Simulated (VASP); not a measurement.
# GeSb4Te7 (P-3m1) in VASP: notebook

The runs below take GeSb4Te7 through single point, with PBEsol.

All numbers are computed with VASP 6.6.1; they aren't measurements. Logs are shortened: lines on timing, memory, paths and dates and some standing lists are left out, and cuts for length are marked.

### 1 The cell of the first run

The structure is trigonal, space group P-3m1 (No. 164). The conventional cell has a = 4.256 Å, b = 4.256 Å, c = 23.303 Å, α = 90.00°, β = 90.00°, γ = 120.00°. Ge (site symmetry -3m) has 6 Te at 2.96 Å within 3.9 Å. Sb (site symmetry 3m) has 6 Te at 3.00 to 3.14 Å within 3.9 Å. Sb (site symmetry 3m) has 6 Te at 2.99 to 3.16 Å within 3.9 Å. Within 3.9 Å of Te (site symmetry 3m) lie 3 Sb at 3.00 Å and 3 Te at 3.60 Å. Te (site symmetry 3m) has 3 Sb at 2.99 Å and 3 Te at 3.60 Å within 3.9 Å. Te (site symmetry 3m) has 3 Ge at 2.96 Å and 3 Sb at 3.16 Å within 3.9 Å. Te (site symmetry -3m) has 6 Sb at 3.14 Å within 4.1 Å.

### 2 Single point, PBEsol

Input file INCAR:

```
PREC = Accurate ; ENCUT = 520
EDIFF = 1E-6 ; ISMEAR = -1
SIGMA = 0.15 ; LREAL = False
LASPH = True ; NELM = 60
ALGO = Normal ; ISIF = 2
LWAVE = False ; LCHARG = False
GGA = PS ; NBANDS = 50
```

Input file KPOINTS:

```
Automatic mesh
0
Gamma
  12 12 2
```

Input file POSCAR:

```
GeSb4Te7
1.0
    4.2559157534      0.0000000000      0.0000000000
   -2.1279578767      3.6857311588      0.0000000000
    0.0000000000      0.0000000000     23.3027832913
Ge Sb Te
1 4 7
Direct
    0.0000000000      0.0000000000      0.5000000000
    0.6666666667      0.3333333333      0.9157725153
    0.3333333333      0.6666666667      0.3440479388
    0.3333333333      0.6666666667      0.0842274847
    0.6666666667      0.3333333333      0.6559520612
    0.3333333333      0.6666666667      0.8421888058
    0.6666666667      0.3333333333      0.1578111942
    0.0000000000      0.0000000000      0.7293029409
    0.6666666667      0.3333333333      0.4291096638
    0.3333333333      0.6666666667      0.5708903362
    0.0000000000      0.0000000000      0.0000000000
    0.0000000000      0.0000000000      0.2706970591
```

Potentials or basis: VASP PAW PBE potentials, release 64 (Ge_d, Sb, Te).

Command:

```
cat potpaw_PBE.64/Ge_d/POTCAR potpaw_PBE.64/Sb/POTCAR potpaw_PBE.64/Te/POTCAR > POTCAR
mpirun -np 1 vasp_std > vasp.out
```

OUTCAR:

```text
PREC = Accurate
   ENCUT = 520
   EDIFF = 1E-6
   ISMEAR = -1
   LREAL = False
   LASPH = True
   NELM = 60
   ISIF = 2
   GGA = PS

 ion  position               nearest neighbor table
   1  0.000  0.000  0.500-   9 2.96  10 2.96  10 2.96   9 2.96   9 2.96  10 2.96
   2  0.667  0.333  0.916-   6 3.00   6 3.00   6 3.00  11 3.14  11 3.14  11 3.14
   3  0.333  0.667  0.344-  12 2.99  12 2.99  12 2.99   9 3.16   9 3.16   9 3.16
   4  0.333  0.667  0.084-   7 3.00   7 3.00   7 3.00  11 3.14  11 3.14  11 3.14
   5  0.667  0.333  0.656-   8 2.99   8 2.99   8 2.99  10 3.16  10 3.16  10 3.16
   6  0.333  0.667  0.842-   2 3.00   2 3.00   2 3.00   8 3.60   8 3.60   8 3.60
   7  0.667  0.333  0.158-   4 3.00   4 3.00   4 3.00  12 3.60  12 3.60  12 3.60
   8  0.000  0.000  0.729-   5 2.99   5 2.99   5 2.99   6 3.60   6 3.60   6 3.60
   9  0.667  0.333  0.429-   1 2.96   1 2.96   1 2.96   3 3.16   3 3.16   3 3.16
  10  0.333  0.667  0.571-   1 2.96   1 2.96   1 2.96   5 3.16   5 3.16   5 3.16
  11  0.000  0.000  0.000-   2 3.14   4 3.14   4 3.14   2 3.14   2 3.14   4 3.14
  12  0.000  0.000  0.271-   3 2.99   3 2.99   3 2.99   7 3.60   7 3.60   7 3.60

  LATTYP: Found a hexagonal cell.
 ALAT       =     4.2559157534
 C/A-ratio  =     5.4753864131

  Lattice vectors:

 A1 = (   4.2559157534,   0.0000000000,   0.0000000000)
 A2 = (  -2.1279578767,   3.6857311588,   0.0000000000)
 A3 = (   0.0000000000,   0.0000000000,  23.3027832913)

Analysis of symmetry for initial positions (statically):
=====================================================================
 Subroutine PRICEL returns:
 Original cell was already a primitive cell.

 Routine SETGRP: Setting up the symmetry group for a
 hexagonal supercell.

 Subroutine GETGRP returns: Found 12 space group operations
 (whereof 12 operations were pure point group operations)
 out of a pool of 24 trial point group operations.

The static configuration has the point symmetry D_3d.

Analysis of symmetry for dynamics (positions and initial velocities):
=====================================================================
 Subroutine PRICEL returns:
 Original cell was already a primitive cell.

 Routine SETGRP: Setting up the symmetry group for a
 hexagonal supercell.

 Subroutine GETGRP returns: Found 12 space group operations
 (whereof 12 operations were pure point group operations)
 out of a pool of 24 trial point group operations.

The dynamic configuration has the point symmetry D_3d.

 Subroutine INISYM returns: Found 12 space group operations
 (whereof 12 operations are pure point group operations),
 and found     1 'primitive' translations

----------------------------------------------------------------------------------------

                                     Primitive cell

  volume of cell :     365.5312

  direct lattice vectors                    reciprocal lattice vectors
     4.255915753  0.000000000  0.000000000     0.234967057  0.135658294  0.000000000
    -2.127957877  3.685731159  0.000000000     0.000000000  0.271316587  0.000000000
     0.000000000  0.000000000 23.302783291     0.000000000  0.000000000  0.042913329

  length of vectors
     4.255915753  4.255915753 23.302783291     0.271316587  0.271316587  0.042913329

  position of ions in fractional coordinates (direct lattice)
     0.000000000  0.000000000  0.500000000
     0.666666667  0.333333333  0.915772515
     0.333333333  0.666666667  0.344047939
     0.333333333  0.666666667  0.084227485
     0.666666667  0.333333333  0.655952061
     0.333333333  0.666666667  0.842188806
     0.666666667  0.333333333  0.157811194
     0.000000000  0.000000000  0.729302941
     0.666666667  0.333333333  0.429109664
     0.333333333  0.666666667  0.570890336
     0.000000000  0.000000000  0.000000000
     0.000000000  0.000000000  0.270697059

  ion indices of the primitive-cell ions
   primitive index   ion index
                 1           1
                 2           2
                 3           3
                 4           4
                 5           5
                 6           6
                 7           7
                 8           8
                 9           9
                10          10
                11          11
                12          12

----------------------------------------------------------------------------------------

 KPOINTS: Automatic mesh

Automatic generation of k-mesh.
 Grid dimensions read from file:
 generate k-points for:   12   12    2

 Generating k-lattice:

  Cartesian coordinates                     Fractional coordinates (reciprocal lattice)
     0.019580588  0.011304858  0.000000000     0.083333333  0.000000000  0.000000000
     0.000000000  0.022609716  0.000000000     0.000000000  0.083333333  0.000000000
     0.000000000  0.000000000  0.021456664     0.000000000  0.000000000  0.500000000

  Length of vectors
     0.022609716  0.022609716  0.021456664

  Shift w.r.t. Gamma in fractional coordinates (k-lattice)
     0.000000000  0.000000000  0.000000000

 Subroutine IBZKPT returns following result:
 ===========================================

 Found     38 irreducible k-points:

 Following reciprocal coordinates:
            Coordinates               Weight
  0.000000  0.000000  0.000000      1.000000
  0.083333  0.000000  0.000000      6.000000
  0.166667  0.000000  0.000000      6.000000
  0.250000  0.000000  0.000000      6.000000
  0.333333  0.000000  0.000000      6.000000
  0.416667  0.000000  0.000000      6.000000
[... 16 lines left out ...]
  0.250000  0.000000  0.500000      6.000000
  0.333333  0.000000  0.500000      6.000000
 [... further k-points ...]
   k-points           NKPTS =     38   k-points in BZ     NKDIM =     38   number of bands    NBANDS=     50
   number of dos      NEDOS =    301   number of ions     NIONS =     12
   total plane-waves  NPLWV = 184320
   dimension x,y,z NGX =    32 NGY =   32 NGZ =  180
   dimension x,y,z NGXF=    64 NGYF=   64 NGZF=  360
   ions per type =               1   4   7
   NGX,Y,Z   is equivalent  to a cutoff of  12.50, 12.50, 12.84 a.u.
   NGXF,Y,Z  is equivalent  to a cutoff of  25.00, 25.00, 25.68 a.u.
 SYSTEM =  unknown system
   PREC   = accura    normal or accurate (medium, high low for compatibility)
   ISTART =      0    job   : 0-new  1-cont  2-samecut
   ICHARG =      2    charge: 1-file 2-atom 10-const
   ISPIN  =      1    spin polarized calculation?
   LNONCOLLINEAR =      F non collinear calculations
   LSORBIT =      F    spin-orbit coupling
   LASPH  =      T    aspherical Exc in radial PAW
   ENCUT  =  520.0 eV  38.22 Ry    6.18 a.u.   7.91  7.91 43.33*2*pi/ulx,y,z
   NELM   =     60;   NELMIN=  2; NELMDL= -5     # of ELM steps
   EDIFF  = 0.1E-05   stopping-criterion for ELM
   LREAL  =      F    real-space projection
   EDIFFG = 0.1E-04   stopping-criterion for IOM
   NSW    =      0    number of steps for IOM
   IBRION =     -1    ionic relax: 0-MD 1-quasi-New 2-CG
   NFREE  =      0    steps in history (QN), initial steepest desc. (CG)
   ISIF   =      2    stress and relaxation
   ISYM   =      2    0-nonsym 1-usesym 2-fastsym
   POTIM  = 0.5000    time-step for ionic-motion
   TEBEG  =    0.0;   TEEND  =   0.0 temperature during run
   PSTRESS=    0.0 pullay stress
   NELECT =      76.0000    total number of electrons
   NUPDOWN=      -1.0000    fix difference up-down
   EMIN   =  10.00;   EMAX   =-10.00  energy-range for DOS
   EFERMI =   0.00;   METHOD = LEGACY
   ISMEAR =    -1;   SIGMA  =   0.15  broadening in eV -4-tet -1-fermi 0-gaus
   EFERMI_NEDOS =   21; number of points for ismear=-14 and -15
   IALGO  =     38    algorithm
   IMIX   =      4    mixing-type and parameters
     AMIX     =   0.40;   BMIX     =  1.00
     AMIX_MAG =   1.60;   BMIX_MAG =  1.00
  volume/ion in A,a.u.               =      30.46       205.56
  Fermi-wavevector in a.u.,A,eV,Ry     =   0.969850  1.832751 12.797761  0.940609
  Thomas-Fermi vector in A             =   2.099937
   LORBIT       =      0    0 simple, 1 ext, 2 COOP (PROOUT), +10 PAW based schemes
   GGA     = PS    functional components
   LHFCALC =     F    Hartree Fock is set to
   AEXX    =    0.0000 exact exchange contribution
   IVDW    =     0    specifies the selected vdW correction
   LEPSILON=     F    determine dielectric tensor
   LRPA    =     F    only Hartree local field effects (RPA)
 non-spin polarized calculation
  energy-cutoff  :      520.00
  volume of cell :      365.53
 maximum number of plane-waves:      9924
 NGX is ok and might be reduce to    32
   NGX = 15   NGY = 15   NGZ = 87

 number of electron      76.0000023 magnetization

 Free energy of the ion-electron system (eV)
  ---------------------------------------------------
  ext. energy  EPLUGINS =         0.00000000
  ---------------------------------------------------
  free energy    TOTEN  =       -49.31351454 eV

  energy without entropy =      -49.18422913  energy(sigma->0) =      -49.24887184

 E-fermi :   6.7285     XC(G=0):  -9.6321

 val. band max:        6.6353866570   @ k =   0.0000   0.0000   0.0000
 cond. band min:       6.8491733815   @ k =   0.0000   0.0000   0.5000
 fundamental gap:      0.2137867246
 Fermi energy:         6.7285163628

 k-point     1 :       0.0000    0.0000    0.0000
  band No.  band energies     occupation
      1     -18.1048      2.00000
      2     -18.1048      2.00000
      3     -18.0992      2.00000
      4     -18.0967      2.00000
      5     -18.0967      2.00000
      6      -6.7249      2.00000
[... 42 lines left out ...]
     49       8.3144      0.00005
     50       8.4261      0.00002

 k-point     2 :       0.0833    0.0000    0.0000
  band No.  band energies     occupation
      1     -18.1050      2.00000
      2     -18.1048      2.00000
      3     -18.0991      2.00000
      4     -18.0967      2.00000
      5     -18.0966      2.00000
      6      -6.6607      2.00000
[... 42 lines left out ...]
     49       8.5167      0.00001
     50       8.7829      0.00000

 k-point     3 :       0.1667    0.0000    0.0000
  band No.  band energies     occupation
      1     -18.1055      2.00000
      2     -18.1046      2.00000
      3     -18.0989      2.00000
      4     -18.0967      2.00000
      5     -18.0962      2.00000
      6      -6.4701      2.00000
[... 42 lines left out ...]
     49       8.8698      0.00000
     50       9.3687      0.00000

 k-point     4 :       0.2500    0.0000    0.0000
  band No.  band energies     occupation
      1     -18.1063      2.00000
      2     -18.1044      2.00000
      3     -18.0986      2.00000
      4     -18.0967      2.00000
      5     -18.0958      2.00000
      6      -6.1605      2.00000
[... 999 lines left out ...]
 k-point    23 :       0.2500    0.0000    0.5000
  band No.  band energies     occupation
      1     -18.1063      2.00000
      2     -18.1044      2.00000
      3     -18.0986      2.00000
      4     -18.0967      2.00000
      5     -18.0958      2.00000
      6      -6.1216      2.00000
[... 42 lines left out ...]
     49       9.3182      0.00000
     50       9.7509      0.00000

 k-point    24 :       0.3333    0.0000    0.5000
  band No.  band energies     occupation
      1     -18.1070      2.00000
      2     -18.1043      2.00000
      3     -18.0984      2.00000
      4     -18.0966      2.00000
      5     -18.0953      2.00000
      6      -5.7173      2.00000
[... 42 lines left out ...]
     49       9.6574      0.00000
     50       9.7051      0.00000

 [... further k-points ...]
[... 5 lines left out ...]
  --------------------------------------------------------------------------------------
  -------------------------------------------------------------------------------------
  Total       -0.0737232     -0.0737232     -0.0199051     -0.0000000      0.0000000      0.0000000
  in kB       -0.3231397     -0.3231397     -0.0872471     -0.0000000      0.0000000      0.0000000
  external PRESSURE =      -0.2445088 kB  Pullay stress =       0.0000000 kB

 VOLUME and BASIS-vectors are now :
 -----------------------------------------------------------------------------
  energy-cutoff  :      520.00
  volume of cell :      365.53
      direct lattice vectors                 reciprocal lattice vectors
     4.255915753  0.000000000  0.000000000     0.234967057  0.135658294  0.000000000
    -2.127957877  3.685731159  0.000000000     0.000000000  0.271316587  0.000000000
     0.000000000  0.000000000 23.302783291     0.000000000  0.000000000  0.042913329

 POSITION                                       TOTAL-FORCE (eV/Angst)
 -----------------------------------------------------------------------------------
      0.00000      0.00000     11.65139         0.000000      0.000000      0.000000
      2.12796      1.22858     21.34005         0.000000      0.000000      0.024310
     -0.00000      2.45715      8.01727        -0.000000     -0.000000      0.022967
     -0.00000      2.45715      1.96273        -0.000000      0.000000     -0.024310
      2.12796      1.22858     15.28551        -0.000000      0.000000     -0.022967
     -0.00000      2.45715     19.62534         0.000000      0.000000     -0.030094
      2.12796      1.22858      3.67744        -0.000000      0.000000      0.030094
      0.00000      0.00000     16.99479        -0.000000      0.000000      0.033481
      2.12796      1.22858      9.99945        -0.000000     -0.000000     -0.002951
     -0.00000      2.45715     13.30333         0.000000      0.000000      0.002951
      0.00000      0.00000      0.00000         0.000000      0.000000      0.000000
      0.00000      0.00000      6.30799         0.000000     -0.000000     -0.033481
 -----------------------------------------------------------------------------------
    total drift:                                0.000000      0.000000      0.000000

  FREE ENERGIE OF THE ION-ELECTRON SYSTEM (eV)
  ---------------------------------------------------
  free  energy   TOTEN  =       -49.3135145416 eV

  energy  without entropy=      -49.1842291287  energy(sigma->0) =      -49.24887184
```

It took 15 min on 1 thread of Intel Xeon Platinum 8488C (Sapphire Rapids), shared host; peak memory 0.83 GiB.

What came out:

```
Free energy   : -49.3135 eV
Pressure      : 0.0 GPa
Largest force : 0.033 eV/Å
```

Forces on the atoms (eV/Å):
```
Ge   0.000  0.000  0.000
Sb   0.000  0.000  0.024
Sb   0.000  0.000  0.023
Sb   0.000  0.000 -0.024
Sb   0.000  0.000 -0.023
Te   0.000  0.000 -0.030
Te   0.000  0.000  0.030
Te   0.000  0.000  0.033
Te   0.000  0.000 -0.003
Te   0.000  0.000  0.003
Te   0.000  0.000  0.000
Te   0.000  0.000 -0.033
```

Levels at points of the mesh, in eV from the Fermi level:
```csv
k point,band 36,band 37,band 38,band 39,band 40,band 41
"(0.00, 0.00, 0.00)",-1.23,-0.34,-0.09,0.34,0.34,0.39
"(0.50, 0.00, 0.00)",-1.55,-1.05,-1.00,0.75,0.77,0.89
"(0.00, 0.00, 0.50)",-1.07,-0.41,0.12,0.14,0.20,0.20
"(0.50, 0.00, 0.50)",-1.32,-1.02,-0.53,0.27,0.43,0.59
```

Caveat: the PAW data sets were made with another functional, which shifts forces and pressure a little; spin-orbit coupling is left out, which moves the levels of the heavy elements.

### 3 Single point, PBEsol

This run uses another cell than the first one, of 30.53 Å³/atom, 1.002 times its volume.

Input file INCAR:

```
ALGO = Normal
EDIFF = 1E-7
ENCUT = 520
GGA = PS
ISIF = 2
ISMEAR = 0
LASPH = T
LCHARG = T
LELF = T
LREAL = F
LVHAR = T
LWAVE = F
NBANDS = 50
NELM = 100
PREC = Accurate
SIGMA = 0.1
```

Input file KPOINTS:

```
k-points
0
Gamma
  12 12 2
```

Input file POSCAR:

```
GeSb4Te7
1.0
    4.2546405491      0.0000000000      0.0000000000
   -2.1273202746      3.6846267995      0.0000000000
    0.0000000000      0.0000000000     23.3676217243
Ge Sb Te
1 4 7
Direct
    0.0000000000      0.0000000000      0.5000000000
    0.6666666667      0.3333333333      0.9159719089
    0.3333333333      0.6666666667      0.3442998530
    0.3333333333      0.6666666667      0.0840280911
    0.6666666667      0.3333333333      0.6557001470
    0.3333333333      0.6666666667      0.8426438077
    0.6666666667      0.3333333333      0.1573561923
    0.0000000000      0.0000000000      0.7288187781
    0.6666666667      0.3333333333      0.4291742607
    0.3333333333      0.6666666667      0.5708257393
    0.0000000000      0.0000000000      0.0000000000
    0.0000000000      0.0000000000      0.2711812219
```

Potentials or basis: VASP PAW PBE potentials, release 64 (Ge_d, Sb, Te).

Command:

```
cat potpaw_PBE.64/Ge_d/POTCAR potpaw_PBE.64/Sb/POTCAR potpaw_PBE.64/Te/POTCAR > POTCAR
mpirun -np 1 vasp_std > vasp.out
```

It took 27 min on 1 thread of Intel Xeon Platinum 8259CL at 2.50GHz (Skylake/Cascade Lake), shared host; peak memory 0.84 GiB.

It converged, with:

```
Free energy   : -49.2799 eV
Pressure      : 0.1 GPa
Largest force : 0.035 eV/Å
```

Forces on the atoms (eV/Å):
```
Ge   0.000  0.000  0.000
Sb   0.000  0.000  0.029
Sb   0.000  0.000  0.030
Sb   0.000  0.000 -0.029
Sb   0.000  0.000 -0.030
Te   0.000  0.000 -0.034
Te   0.000  0.000  0.034
Te   0.000  0.000  0.035
Te   0.000  0.000 -0.005
Te   0.000  0.000  0.005
Te   0.000  0.000  0.000
Te   0.000  0.000 -0.035
```

Levels at points of the mesh, in eV from the Fermi level:
| k point | band 34 | band 35 | band 36 | band 37 | band 38 | band 39 | band 40 | band 41 | band 42 | band 43 |
| --- | --- | --- | --- | --- | --- | --- | --- | --- | --- | --- |
| (0.00, 0.00, 0.00) | -1.42 | -1.39 | -1.32 | -0.44 | -0.19 | 0.25 | 0.25 | 0.30 | 0.30 | 0.36 |
| (0.50, 0.00, 0.00) | -1.87 | -1.68 | -1.64 | -1.16 | -1.11 | 0.64 | 0.66 | 0.80 | 0.90 | 1.09 |
| (0.00, 0.00, 0.50) | -1.37 | -1.37 | -1.17 | -0.51 | 0.01 | 0.05 | 0.12 | 0.12 | 0.53 | 0.53 |
| (0.50, 0.00, 0.50) | -1.93 | -1.93 | -1.42 | -1.14 | -0.64 | 0.17 | 0.33 | 0.51 | 1.04 | 1.38 |

Caveat: the PAW data sets were made with another functional, which shifts forces and pressure a little; spin-orbit coupling is left out, which moves the levels of the heavy elements.

[end of part 1 of 2]
